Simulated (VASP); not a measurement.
# V (Im-3m) in VASP: settings compared

V is run at these levels: PBE+D4, PBEsol+D4; tasks: relaxation of cell and atoms, single point.

All numbers are computed with VASP 6.6.1; they aren't measurements. Logs are shortened: lines on timing, memory, paths and dates and some standing lists are left out, and cuts for length are marked.

**1. The cell of the first run**

Symmetry: Im-3m, No. 229, cubic system. Conventional cell: a = 3.029 Å, b = 3.029 Å, c = 3.029 Å, α = 90.00°, β = 90.00°, γ = 90.00°. Within 3.5 Å of V (site symmetry m-3m) lie 14 V at 2.62 to 3.03 Å.

**2. Relaxation of cell and atoms, PBE+D4, collinear spin, ferromagnetic start**

INCAR

```
SYSTEM = V
ALGO = Normal
EDIFF = 1E-6
EDIFFG = -0.01
ENCUT = 600
GGA = PE
IBRION = 2
ISIF = 3
ISMEAR = -1
ISPIN = 2
IVDW = 13
LASPH = .TRUE.
LCHARG = .FALSE.
LMAXMIX = 4
LORBIT = 11
LREAL = .FALSE.
LWAVE = .FALSE.
MAGMOM = 2
NELM = 150
NSW = 60
PREC = Accurate
SIGMA = 0.05
```

KPOINTS

```
k-points
0
G
  12 12 12
  0 0 0
```

POSCAR

```
V
1.0
   -1.5143500000      1.5143500000      1.5143500000
    1.5143500000     -1.5143500000      1.5143500000
    1.5143500000      1.5143500000     -1.5143500000
V
1
Direct
    0.0000000000      0.0000000000      0.0000000000
```

Potentials or basis: VASP PAW PBE potentials, release 64 (V_sv).

Command:

```bash
$ cat potpaw_PBE.64/V_sv/POTCAR > POTCAR
$ mpirun -np 1 vasp_std > vasp.out
```

OUTCAR:

```text
SYSTEM = V
   EDIFF = 1E-6
   EDIFFG = -0.01
   ENCUT = 600
   GGA = PE
   IBRION = 2
   ISIF = 3
   ISMEAR = -1
   ISPIN = 2
   IVDW = 13
   LASPH = .TRUE.
   LORBIT = 11
   LREAL = .FALSE.
   NELM = 150
   NSW = 60
   PREC = Accurate

 ion  position               nearest neighbor table
   1  0.000  0.000  0.000-

  LATTYP: Found a body centered cubic cell.
 ALAT       =     3.0287000000

  Lattice vectors:

 A1 = (  -1.5143500000,   1.5143500000,   1.5143500000)
 A2 = (   1.5143500000,  -1.5143500000,   1.5143500000)
 A3 = (   1.5143500000,   1.5143500000,  -1.5143500000)

Analysis of symmetry for initial positions (statically):
=====================================================================
 Subroutine PRICEL returns:
 Original cell was already a primitive cell.

 Routine SETGRP: Setting up the symmetry group for a
 body centered cubic supercell.

 Subroutine GETGRP returns: Found 48 space group operations
 (whereof 48 operations were pure point group operations)
 out of a pool of 48 trial point group operations.

The static configuration has the point symmetry O_h .

Analysis of symmetry for dynamics (positions and initial velocities):
=====================================================================
 Subroutine PRICEL returns:
 Original cell was already a primitive cell.

 Routine SETGRP: Setting up the symmetry group for a
 body centered cubic supercell.

 Subroutine GETGRP returns: Found 48 space group operations
 (whereof 48 operations were pure point group operations)
 out of a pool of 48 trial point group operations.

The dynamic configuration has the point symmetry O_h .

Analysis of structural, dynamic, and magnetic symmetry:
=====================================================================
 Subroutine PRICEL returns:
 Original cell was already a primitive cell.

 Routine SETGRP: Setting up the symmetry group for a
 body centered cubic supercell.

 Subroutine GETGRP returns: Found 48 space group operations
 (whereof 48 operations were pure point group operations)
 out of a pool of 48 trial point group operations.

The overall configuration has the point symmetry O_h .

 Subroutine INISYM returns: Found 48 space group operations
 (whereof 48 operations are pure point group operations),
 and found     1 'primitive' translations

----------------------------------------------------------------------------------------

                                     Primitive cell

  volume of cell :      13.8912

  direct lattice vectors                    reciprocal lattice vectors
    -1.514350000  1.514350000  1.514350000     0.000000000  0.330174662  0.330174662
     1.514350000 -1.514350000  1.514350000     0.330174662  0.000000000  0.330174662
     1.514350000  1.514350000 -1.514350000     0.330174662  0.330174662  0.000000000

  length of vectors
     2.622931140  2.622931140  2.622931140     0.466937486  0.466937486  0.466937486

  position of ions in fractional coordinates (direct lattice)
     0.000000000  0.000000000  0.000000000

  ion indices of the primitive-cell ions
   primitive index   ion index
                 1           1

----------------------------------------------------------------------------------------

 KPOINTS: k-points

Automatic generation of k-mesh.
 Grid dimensions read from file:
 generate k-points for:   12   12   12

 Generating k-lattice:

  Cartesian coordinates                     Fractional coordinates (reciprocal lattice)
     0.000000000  0.027514555  0.027514555     0.083333333  0.000000000  0.000000000
     0.027514555  0.000000000  0.027514555     0.000000000  0.083333333  0.000000000
     0.027514555  0.027514555  0.000000000     0.000000000  0.000000000  0.083333333

  Length of vectors
     0.038911457  0.038911457  0.038911457

  Shift w.r.t. Gamma in fractional coordinates (k-lattice)
     0.000000000  0.000000000  0.000000000

 Subroutine IBZKPT returns following result:
 ===========================================

 Found     72 irreducible k-points:

 Following reciprocal coordinates:
            Coordinates               Weight
  0.000000  0.000000  0.000000      1.000000
  0.083333  0.000000  0.000000     12.000000
  0.166667  0.000000  0.000000     12.000000
  0.250000  0.000000  0.000000     12.000000
  0.333333  0.000000  0.000000     12.000000
  0.416667  0.000000  0.000000     12.000000
[... 16 lines left out ...]
  0.333333  0.083333  0.083333     24.000000
  0.416667  0.083333  0.083333     12.000000
 [... further k-points ...]
   k-points           NKPTS =     72   k-points in BZ     NKDIM =     72   number of bands    NBANDS=     11
   number of dos      NEDOS =    301   number of ions     NIONS =      1
   total plane-waves  NPLWV =  13824
   dimension x,y,z NGX =    24 NGY =   24 NGZ =   24
   dimension x,y,z NGXF=    48 NGYF=   48 NGZF=   48
   ions per type =               1
   NGX,Y,Z   is equivalent  to a cutoff of  15.21, 15.21, 15.21 a.u.
   NGXF,Y,Z  is equivalent  to a cutoff of  30.42, 30.42, 30.42 a.u.
 SYSTEM =  V
   PREC   = accura    normal or accurate (medium, high low for compatibility)
   ISTART =      0    job   : 0-new  1-cont  2-samecut
   ICHARG =      2    charge: 1-file 2-atom 10-const
   ISPIN  =      2    spin polarized calculation?
   LNONCOLLINEAR =      F non collinear calculations
   LSORBIT =      F    spin-orbit coupling
   LASPH  =      T    aspherical Exc in radial PAW
   ENCUT  =  600.0 eV  44.10 Ry    6.64 a.u.   5.24  5.24  5.24*2*pi/ulx,y,z
   NELM   =    150;   NELMIN=  2; NELMDL= -5     # of ELM steps
   EDIFF  = 0.1E-05   stopping-criterion for ELM
   LREAL  =      F    real-space projection
   EDIFFG = -.1E-01   stopping-criterion for IOM
   NSW    =     60    number of steps for IOM
   IBRION =      2    ionic relax: 0-MD 1-quasi-New 2-CG
   NFREE  =      1    steps in history (QN), initial steepest desc. (CG)
   ISIF   =      3    stress and relaxation
   ISYM   =      2    0-nonsym 1-usesym 2-fastsym
   POTIM  = 0.5000    time-step for ionic-motion
   TEBEG  =    0.0;   TEEND  =   0.0 temperature during run
   PSTRESS=    0.0 pullay stress
   NELECT =      13.0000    total number of electrons
   NUPDOWN=      -1.0000    fix difference up-down
   EMIN   =  10.00;   EMAX   =-10.00  energy-range for DOS
   EFERMI =   0.00;   METHOD = LEGACY
   ISMEAR =    -1;   SIGMA  =   0.05  broadening in eV -4-tet -1-fermi 0-gaus
   EFERMI_NEDOS =   21; number of points for ismear=-14 and -15
   IALGO  =     38    algorithm
   IMIX   =      4    mixing-type and parameters
     AMIX     =   0.40;   BMIX     =  1.00
     AMIX_MAG =   1.60;   BMIX_MAG =  1.00
  volume/ion in A,a.u.               =      13.89        93.74
  Fermi-wavevector in a.u.,A,eV,Ry     =   1.601313  3.026044 34.888125  2.564205
  Thomas-Fermi vector in A             =   2.698311
   LORBIT       =     11    0 simple, 1 ext, 2 COOP (PROOUT), +10 PAW based schemes
   GGA     = PE    functional components
   LHFCALC =     F    Hartree Fock is set to
   AEXX    =    0.0000 exact exchange contribution
   IVDW    =    13    specifies the selected vdW correction
   LEPSILON=     F    determine dielectric tensor
   LRPA    =     F    only Hartree local field effects (RPA)
 conjugate gradient relaxation of ions
 spin polarized calculation
  energy-cutoff  :      600.00
  volume of cell :       13.89
 maximum number of plane-waves:       476
 NGX is ok and might be reduce to    24
   NGX = 11   NGY = 11   NGZ = 11

--------------------------------------- Ionic step        1  -------------------------------------------

 number of electron      13.0000003 magnetization       0.0003832

 Free energy of the ion-electron system (eV)
  ---------------------------------------------------
  ext. energy  EPLUGINS =         0.00000000
  ---------------------------------------------------
  free energy    TOTEN  =        -8.98727023 eV

  energy without entropy =       -8.96928551  energy(sigma->0) =       -8.97827787

------------------------ aborting loop because EDIFF is reached ----------------------------------------

  DFT-D4 for vdW energy calculation

  Edisp (eV):   -0.31787

  FORCE on cell =-STRESS in cart. coord.  units (eV):
  Direction    XX          YY          ZZ          XY          YZ          ZX
  --------------------------------------------------------------------------------------
  -------------------------------------------------------------------------------------
  Total      -0.76212    -0.76212    -0.76212    -0.00000     0.00000    -0.00000
  in kB     -87.90130   -87.90130   -87.90130    -0.00000     0.00000    -0.00000
  external pressure =      -87.90 kB  Pullay stress =        0.00 kB
[... 20 lines left out ...]
  energy  without entropy=       -9.2871573222  energy(sigma->0) =       -9.29614968

--------------------------------------- Ionic step        2  -------------------------------------------

 number of electron      13.0000003 magnetization       0.0000049

 E-fermi :  10.7655     XC(G=0): -13.3503

 val. band max:       10.7408753151   @ k =  -0.4167   0.5000   0.0833
 cond. band min:      10.7697568087   @ k =  -0.3333   0.3333   0.1667
 fundamental gap:      0.0288814936
 Fermi energy:        10.7654582157

 spin component 1

 k-point     1 :       0.0000    0.0000    0.0000
  band No.  band energies     occupation
      1     -52.8526      1.00000
      2     -26.0040      1.00000
      3     -26.0040      1.00000
      4     -26.0040      1.00000
      5       4.0146      1.00000
      6      11.1981      0.00017
      7      11.1981      0.00017
      8      11.1981      0.00017
      9      13.4239      0.00000
     10      13.4239      0.00000
     11      31.8888      0.00000
[... 700 lines left out ...]
--------------------------------------- Ionic step        3  -------------------------------------------

 number of electron      12.9999997 magnetization       0.0000026

 number of electron      12.9999997 magnetization      -0.0000007

 Free energy of the ion-electron system (eV)
  ---------------------------------------------------
  ext. energy  EPLUGINS =         0.00000000
  ---------------------------------------------------
  free energy    TOTEN  =        -8.99103838 eV

  energy without entropy =       -8.97311736  energy(sigma->0) =       -8.98207787

 E-fermi :   9.9595     XC(G=0): -13.0155

 val. band max:        9.9475224029   @ k =  -0.4167   0.5000   0.1667
 cond. band min:       9.9937775123   @ k =  -0.3333   0.3333   0.1667
 fundamental gap:      0.0462551094
 Fermi energy:         9.9595322407

 spin component 1

 k-point     1 :       0.0000    0.0000    0.0000
  band No.  band energies     occupation
      1     -53.7227      1.00000
      2     -26.9896      1.00000
      3     -26.9896      1.00000
      4     -26.9896      1.00000
      5       3.3357      1.00000
      6      10.3867      0.00019
      7      10.3867      0.00019
      8      10.3867      0.00019
      9      12.4492      0.00000
     10      12.4492      0.00000
     11      30.6138      0.00000
[... 694 lines left out ...]
  FREE ENERGIE OF THE ION-ELECTRON SYSTEM (eV)
  ---------------------------------------------------
  free  energy   TOTEN  =        -9.3251966949 eV

  energy  without entropy=       -9.3072756708  energy(sigma->0) =       -9.31623618

 reached required accuracy - stopping structural energy minimisation

 total charge

# of ion       s       p       d       tot
------------------------------------------
    1        2.347   6.227   3.115  11.689

 magnetization (x)

# of ion       s       p       d       tot
------------------------------------------
    1        0.000   0.000   0.000   0.000
```

It took 1.9 min on 1 thread of Intel Xeon 8259CL, shared host; peak memory 0.17 GiB.

What came out:

| Item | Value |
| --- | --- |
| Free energy | -9.3252 eV |
| Relaxed volume | 13.20 Å³/atom |
| Relaxed cell | a = 2.578 Å, b = 2.578 Å, c = 2.578 Å, α = 109.47°, β = 109.47°, γ = 109.47° |
| Space group after relaxing (to 0.1 Å) | Im-3m (No. 229) |
| Energy gained by relaxing | 20.1 meV/atom |
| Ionic steps | 3 |
| Pressure after relaxing | -0.1 GPa |
| Net moment | 0.00 μB per cell |
| Valence electrons inside the program's atomic spheres | V 11.69 |
| Dispersion energy per atom | -0.334 eV |

Step by step:
```csv
step,energy change (eV),largest force (eV/Å),pressure (GPa),volume (Å³)
1,0.0000,0.0000,-8.79,13.89
2,0.0088,0.0000,12.60,12.41
3,-0.0201,0.0000,-0.10,13.20
```

Final structure:
```
CELL_PARAMETERS angstrom
-1.48864 1.48864 1.48864
1.48864 -1.48864 1.48864
1.48864 1.48864 -1.48864
ATOMIC_POSITIONS crystal
V 0.00000 0.00000 0.00000
```

Caveat: the moments typed at the start vanished in this run.

**3. Single point, PBEsol+D4, collinear spin, ferromagnetic start**

This run uses another cell than the first one, of 12.78 Å³/atom.

INCAR

```
SYSTEM = V
  ALGO = Normal
  EDIFF = 1E-6
  ENCUT = 520
  GGA = PS
  ISIF = 2
  ISMEAR = -1
  ISPIN = 2
  IVDW = 13
  LASPH = .True.
  LCHARG = .False.
  LMAXMIX = 4
  LORBIT = 11
  LREAL = .False.
  LWAVE = .False.
  MAGMOM = 2
  NBANDS = 16
  NELM = 150
  PREC = Accurate
  SIGMA = 0.05
```

KPOINTS

```
k-points
0
Gamma
  12 12 12
  0 0 0
```

POSCAR

```
V
1.0
   -1.4730199940      1.4730199940      1.4730199940
    1.4730199940     -1.4730199940      1.4730199940
    1.4730199940      1.4730199940     -1.4730199940
V
1
Direct
    0.0000000000      0.0000000000      0.0000000000
```

Potentials or basis: VASP PAW PBE potentials, release 64 (V_sv).

Command:

```bash
$ cat potpaw_PBE.64/V_sv/POTCAR > POTCAR
$ mpirun -np 1 vasp_std > vasp.out
```

OUTCAR:

```text
SYSTEM = V
   EDIFF = 1E-6
   ENCUT = 520
   GGA = PS
   ISIF = 2
   ISMEAR = -1
   ISPIN = 2
   IVDW = 13
   LASPH = .True.
   LORBIT = 11
   LREAL = .False.
   NELM = 150
   PREC = Accurate

 ion  position               nearest neighbor table
   1  0.000  0.000  0.000-

  LATTYP: Found a body centered cubic cell.
 ALAT       =     2.9460399880

  Lattice vectors:

[... 1120 lines left out ...]
  Edisp (eV):   -0.19910

  FORCE on cell =-STRESS in cart. coord.  units (eV):
  Direction    XX          YY          ZZ          XY          YZ          ZX
  --------------------------------------------------------------------------------------
  -------------------------------------------------------------------------------------
  Total       0.02157     0.02157     0.02157    -0.00000     0.00000    -0.00000
  in kB       2.70313     2.70313     2.70313    -0.00000     0.00000    -0.00000
  external pressure =        2.70 kB  Pullay stress =        0.00 kB

 VOLUME and BASIS-vectors are now :
 -----------------------------------------------------------------------------
  energy-cutoff  :      520.00
  volume of cell :       12.78
      direct lattice vectors                 reciprocal lattice vectors
    -1.473019994  1.473019994  1.473019994     0.000000000  0.339438706  0.339438706
     1.473019994 -1.473019994  1.473019994     0.339438706  0.000000000  0.339438706
     1.473019994  1.473019994 -1.473019994     0.339438706  0.339438706  0.000000000

 POSITION                                       TOTAL-FORCE (eV/Angst)
 -----------------------------------------------------------------------------------
      0.00000      0.00000      0.00000        -0.000000     -0.000000     -0.000000
 -----------------------------------------------------------------------------------
    total drift:                                0.000000     -0.000000      0.000000

  FREE ENERGIE OF THE ION-ELECTRON SYSTEM (eV)
  ---------------------------------------------------
  free  energy   TOTEN  =        -9.8343195102 eV

  energy  without entropy=       -9.8168509242  energy(sigma->0) =       -9.82558522

 total charge

# of ion       s       p       d       tot
------------------------------------------
    1        2.359   6.238   3.158  11.755

 magnetization (x)

# of ion       s       p       d       tot
------------------------------------------
    1        0.000   0.000   0.000   0.000
```

OSZICAR:

```text
N       E                     dE             d eps       ncg     rms          rms(c)
DAV:   1     0.923189544175E+02    0.92319E+02   -0.64617E+03  4656   0.901E+02
DAV:   2    -0.903766744647E+01   -0.10136E+03   -0.97152E+02  5096   0.273E+02
DAV:   3    -0.105237467477E+02   -0.14861E+01   -0.14846E+01  5224   0.360E+01
DAV:   4    -0.105291309312E+02   -0.53842E-02   -0.53841E-02  5448   0.227E+00
DAV:   5    -0.105291744358E+02   -0.43505E-04   -0.43505E-04  5304   0.190E-01    0.222E+01
DAV:   6    -0.962504447896E+01    0.90413E+00   -0.16561E+00  4704   0.214E+01    0.344E+00
DAV:   7    -0.963276643477E+01   -0.77220E-02   -0.10934E-01  5064   0.338E+00    0.238E+00
DAV:   8    -0.963863906814E+01   -0.58726E-02   -0.71017E-03  4896   0.982E-01    0.937E-01
DAV:   9    -0.963513144271E+01    0.35076E-02   -0.16277E-03  5248   0.474E-01    0.307E-01
DAV:  10    -0.963515944952E+01   -0.28007E-04   -0.78343E-04  5104   0.284E-01    0.578E-02
DAV:  11    -0.963519370022E+01   -0.34251E-04   -0.46875E-05  5112   0.666E-02    0.275E-02
DAV:  12    -0.963520924230E+01   -0.15542E-04   -0.35475E-06  4920   0.210E-02    0.143E-02
DAV:  13    -0.963521207941E+01   -0.28371E-05   -0.24828E-07  2680   0.408E-03    0.101E-02
DAV:  14    -0.963521442832E+01   -0.23489E-05   -0.52907E-07  2488   0.445E-03    0.628E-03
DAV:  15    -0.963521588854E+01   -0.14602E-05   -0.82202E-07  2704   0.555E-03    0.675E-04
DAV:  16    -0.963521592238E+01   -0.33836E-07   -0.26465E-08  2320   0.170E-03
   1 F= -.98343195E+01 E0= -.98255852E+01  d E =-.174686E-01  mag=    -0.0001
```

stdout:

```text
POSCAR found type information on POSCAR V
 POSCAR found :  1 types and       1 ions
 scaLAPACK will be used
 -----------------------------------------------------------------------------
|                                                                             |
|                                                                             |
|     You enforced a specific xc type in the INCAR file but a different       |
|     I HOPE YOU KNOW WHAT YOU ARE DOING!                                     |
|                                                                             |
 -----------------------------------------------------------------------------

 LDA part: xc-table for (Slater+PW92), standard interpolation
 POSCAR, INCAR and KPOINTS ok, starting setup
 FFT: planning ... GRIDC
 FFT: planning ... GRID_SOFT
 FFT: planning ... GRID
 WAVECAR not read
 entering main loop
```

Run time: 38 s. Hardware: 1 thread of Intel Xeon 8259CL, shared host; peak memory 0.15 GiB.

Results:

* Free energy: -9.8343 eV
* Pressure: 0.3 GPa
* Net moment: 0.00 μB per cell
* Valence electrons inside the program's atomic spheres: V 11.76
* Dispersion energy per atom: -0.199 eV

Caveat: the moments typed at the start vanished in this run; the PAW data sets were made with another functional, which shifts forces and pressure a little.
